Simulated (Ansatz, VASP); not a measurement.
**One calculation of Al, two programs**

```
Al
1.0
     0.00000    2.02230    2.02230
     2.02230    0.00000    2.02230
     2.02230    2.02230    0.00000
Al
1
Direct
  0.00000 0.00000 0.00000
```

Alike in both runs: task single point; functional PBE; k mesh 18 × 18 × 18; occupations gaussian, width 0.05 eV; non-collinear spin, spin-orbit coupling.

|  | VASP | Ansatz |
| --- | --- | --- |
| version | VASP 6.6.1 | Ansatz 0.2.0 |
| potentials or method | VASP PAW PBE potentials, release 64 (Al), cutoff 520 eV | plane waves, PAW |
| valence electrons in the cell | 3 | 3 |

```csv
,VASP,Ansatz,Ansatz less VASP
pressure (GPa),-0.2,-0.2,+0.03
net moment per atom (μB),0.00,0.00,0.000
```
